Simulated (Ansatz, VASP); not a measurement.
**One calculation of Be16H, two programs**

```
Be H
1.0
    -2.29000   -3.96640    0.00000
     3.43500   -1.98320    0.00000
     0.00000    0.00000    7.17686
Be H
16 1
Direct
  0.74870 0.50077 0.00155
  0.49963 0.33515 0.25138
  0.72838 0.51245 0.50090
  0.49970 0.33406 0.75513
  0.49967 0.00191 0.00315
  0.24938 0.83522 0.25209
  0.49966 0.01156 0.50334
  0.25133 0.83442 0.75305
  0.25058 0.50083 0.00159
  0.99955 0.33411 0.24457
  0.27110 0.51239 0.50087
  0.99968 0.33330 0.75501
  0.99962 0.99806 0.00111
  0.74979 0.83526 0.25208
  0.99963 0.96515 0.50022
  0.74808 0.83455 0.75309
  0.99971 0.32740 0.53119
```

Alike in both runs: functional PBE; k mesh 5 × 5 × 3; occupations gaussian, width 0.15 eV; no spin polarisation.

Ansatz relaxed the structure, and its values are those at the end. VASP's run is a single point on that final structure, the one shown.

|  | VASP | Ansatz |
| --- | --- | --- |
| version | VASP 6.6.1 | Ansatz 0.2.0 |
| potentials or method | VASP PAW PBE potentials, release 64 (Be, H), cutoff 520 eV | scalar-relativistic, plane waves, PAW |
| valence electrons in the cell | 33 | 33 |

|  | VASP | Ansatz | Ansatz less VASP |
| --- | --- | --- | --- |
| rms of the force components (eV/Å) | 0.005 | 0.005 | -0.0002 |
